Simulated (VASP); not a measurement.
Write the native input for VASP 6.6.1 that does the following.

| Quantity | Value |
| --- | --- |
| Task | single point |
| Functional | r2SCAN |
| Potentials or basis | VASP PAW PBE potentials, release 64 (Y_sv) |
| Cutoff | 520 eV |
| k mesh | 16 × 16 × 16 |
| Occupations | gaussian, width 0.15 eV |
| Spin | no spin polarisation |
| Dipole correction | no |
| Further INCAR settings | ALGO = Normal; EDIFF = 1e-06; NBANDS = 12 |

Y:

```
Y
1.0
     0.00000    2.48500    2.39181
     2.48500    0.00000    2.39181
     2.48500    2.48500    0.00000
Y
1
Direct
  0.00000 0.00000 0.00000
```

This cell differs from its parent crystal: strain -0.0375 x Voigt [0, 0, 1, 0, 0, 0].

One way to write it, as run:

POSCAR

```
Y
1.0
    0.0000000000      2.4850000000      2.3918125000
    2.4850000000      0.0000000000      2.3918125000
    2.4850000000      2.4850000000      0.0000000000
Y
1
Direct
    0.0000000000      0.0000000000      0.0000000000
```

INCAR.step1

```
  PREC = Accurate
  ENCUT = 520
  ISMEAR = 0
  SIGMA = 0.15
  LREAL = F
  LASPH = T
  NELM = 80
  NBANDS = 12
  GGA = PE
  ALGO = Normal
  EDIFF = 1E-4
  LWAVE = T
  LCHARG = F
```

INCAR.step2

```
  PREC = Accurate
  ENCUT = 520
  EDIFF = 1E-6
  ISMEAR = 0
  SIGMA = 0.15
  LREAL = F
  LASPH = T
  NELM = 80
  ALGO = Normal
  ISIF = 2
  LWAVE = F
  LCHARG = T
  METAGGA = R2SCAN
  LMIXTAU = T
  LELF = T
  LVHAR = T
  NBANDS = 12
  ISTART = 1
```

KPOINTS

```
regular mesh
0
Gamma
  16 16 16
```

Potentials or basis: VASP PAW PBE potentials, release 64 (Y_sv).

Run with:

```bash
$ cat potpaw_PBE.64/Y_sv/POTCAR > POTCAR
$ cp INCAR.step1 INCAR
$ mpirun -np 1 vasp_std > vasp.out
$ cp INCAR.step2 INCAR
$ mpirun -np 1 vasp_std > vasp.out
```

Results of the run:

```json
{
 "Pressure": "5.3 GPa",
 "Band gap on the k mesh": "zero (an odd number of electrons rules out a gap without spin polarisation)"
}
```

Caveat: the cell differs from its parent crystal (strain -0.0375 x Voigt [0, 0, 1, 0, 0, 0]); the cell stands under pressure; the PAW data sets were made with another functional, which shifts forces and pressure a little.

It took 4 min on 1 thread of Intel(R) Xeon(R) 6975P-C (Granite Rapids), with other jobs on the host, peak memory 0.29 GiB.
